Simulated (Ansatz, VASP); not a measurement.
**Be in VASP and in Ansatz**

```xyz
2
Lattice="0.0000 2.4365 2.4365 2.4365 0.0000 2.4365 2.4365 2.4365 0.0000" Properties=species:S:1:pos:R:3 pbc="T T T"
Be    0.0000    0.0000    0.0000
Be    1.2182    1.2182    1.2182
```

Alike in both runs: functional PBEsol; k mesh 20 × 20 × 20; occupations gaussian, width 0.1 eV; no spin polarisation.

Ansatz relaxed the structure, and its values are those at the end. VASP's run is a single point on that final structure, the one shown.

```csv
,VASP,Ansatz
version,VASP 6.6.1,Ansatz 0.2.0
potentials or method,"VASP PAW PBE potentials, release 64 (Be), cutoff 520 eV","scalar-relativistic, plane waves, PAW"
valence electrons in the cell,4,4
```

|  | VASP | Ansatz | Ansatz less VASP |
| --- | --- | --- | --- |
| gap on the k mesh at the Fermi level (eV) | none | none | - |
| pressure (GPa) | 0.1 | 0.0 | -0.11 |

VASP's potentials were made for PBE, not for PBEsol. A gap of «none» marks a metal or a gap that the smearing closes.
